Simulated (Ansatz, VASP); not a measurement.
## Two plane-wave programs on HfN

The input POSCAR:

```
HfN
1.0
    0.0000000000      2.3934514500      2.5775631000
    2.3934514500      0.0000000000      2.5775631000
    2.3934514500      2.3934514500      0.0000000000
Hf N
1 1
Direct
    0.0000000000      0.0000000000      0.0000000000
    0.7500000000      0.7500000000      0.7500000000
```

Contents of INCAR.step1:

```
PREC = Accurate ; ENCUT = 520
ISMEAR = 0 ; SIGMA = 0.15
LREAL = F ; LASPH = T
NELM = 80 ; NBANDS = 14
GGA = PE ; ALGO = Normal
EDIFF = 1E-4 ; LWAVE = T
LCHARG = F
```

INCAR.step2

```
PREC = Accurate ; ENCUT = 520
EDIFF = 1E-6 ; ISMEAR = 0
SIGMA = 0.15 ; LREAL = F
LASPH = T ; NELM = 80
ALGO = Normal ; ISIF = 2
LWAVE = F ; LCHARG = F
METAGGA = R2SCAN ; LMIXTAU = T
NBANDS = 14 ; ISTART = 1
```

File KPOINTS:

```
regular mesh
0
Gamma
  16 16 16
```

Input for Ansatz:

```yaml
crystal:
  lattice:
    - [0.0, 2.39345145, 2.5775631]
    - [2.39345145, 0.0, 2.5775631]
    - [2.39345145, 2.39345145, 0.0]
  atoms:
    - { symbol: Hf, position: [0.0, 0.0, 0.0] }
    - { symbol: "N", position: [0.75, 0.75, 0.75] }
basis:
  ecutwfc: 500
kpoints:
  mp_grid: { grid: [16, 16, 16] }
hamiltonian:
  xc: r2scan
scf:
  occupations: { method: gaussian, width: 0.15 }
output:
  forces: true
  stress: true
  eigenvalues: true
```

Change from the starting cell: strain -0.025 along x and y, +0.050 along z, atoms carried along.

Alike in both runs: task single point; functional r2SCAN; k mesh 16 × 16 × 16; occupations gaussian, width 0.15 eV; no spin polarisation.

|  | VASP | Ansatz |
| --- | --- | --- |
| version | VASP 6.6.1 | Ansatz 0.2.0 |
| potentials or method | VASP PAW PBE potentials, release 64 (Hf_pv, N), cutoff 520 eV | scalar-relativistic, plane waves, PAW |
| valence electrons in the cell | 15 | 31 |

|  | VASP | Ansatz | Ansatz less VASP |
| --- | --- | --- | --- |
| gap on the k mesh at the Fermi level (eV) | none | none | - |
| pressure (GPa) | -3.4 | -2.1 | +1.38 |
| traceless stress, the component that is largest in VASP (GPa) | -9.06 | -8.99 | +0.067 |

VASP's potentials were made for PBE, not for r2SCAN. A gap of «none» marks a metal or a gap that the smearing closes. VASP's potentials hold 15 valence electrons a cell and Ansatz's 31, so a difference there can come from the potentials and not from the codes.

Neither program's run includes spin-orbit coupling.
